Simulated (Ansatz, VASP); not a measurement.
## Cs in VASP and in Ansatz

File INCAR:

```
PREC = Accurate
ENCUT = 520
EDIFF = 1E-6
ISMEAR = 0
SIGMA = 0.05
LREAL = False
LASPH = True
NELM = 60
ALGO = Fast
ISIF = 2
LWAVE = False
LCHARG = True
GGA = CA
LELF = True
LVHAR = True
NBANDS = 16
```

File KPOINTS:

```
Automatic mesh
0
Gamma
  8 8 8
```

POSCAR

```
Cs
1.0
    0.0000000000     -5.2078688733      0.0000000000
    5.2078688733      0.0000000000      0.0000000000
   -2.6039344366      2.6039344366      9.7842727390
Cs
2
Direct
    0.2500000000      0.7500000000      0.5000000000
    0.5000000000      0.5000000000      0.0000000000
```

Input for Ansatz:

```yaml
crystal:
  lattice:
    - [0.0, -5.2078688733, 0.0]
    - [5.2078688733, 0.0, 0.0]
    - [-2.6039344366, 2.6039344366, 9.784272739]
  atoms:
    - { symbol: Cs, position: [0.25, 0.75, 0.5] }
    - { symbol: Cs, position: [0.5, 0.5, 0.0] }
basis:
  ecutwfc: 420
  fft_grid_basis: typed
kpoints:
  mp_grid: { grid: [8, 8, 8] }
hamiltonian:
  xc: lda
  pseudopotentials: { kind: paw }
scf:
  occupations: { method: gaussian, width: 0.05 }
output:
  forces: true
  stress: true
  eigenvalues: true
  bader: true
  write_density: true
  volumetric_format: npy
  elf: true
```

Alike in both runs: task single point; functional LDA; k mesh 8 × 8 × 8; occupations gaussian, width 0.05 eV; no spin polarisation.

```csv
,VASP,Ansatz
version,VASP 6.6.1,Ansatz 0.2.0
potentials or method,"VASP PAW LDA potentials, release 64 (Cs_sv), cutoff 520 eV","scalar-relativistic, plane waves, PAW"
valence electrons in the cell,18,18
```

|  | VASP | Ansatz | Ansatz less VASP |
| --- | --- | --- | --- |
| gap on the k mesh at the Fermi level (eV) | none | none | - |
| pressure (GPa) | -0.4 | -0.4 | +0.01 |
| traceless stress, the component that is largest in VASP (GPa) | -0.07 | -0.07 | 0.000 |

LDA's correlation is that of Perdew and Zunger in VASP and of Perdew and Wang (1992) in Ansatz. A gap of «none» marks a metal or a gap that the smearing closes.

Spin-orbit coupling is off throughout.
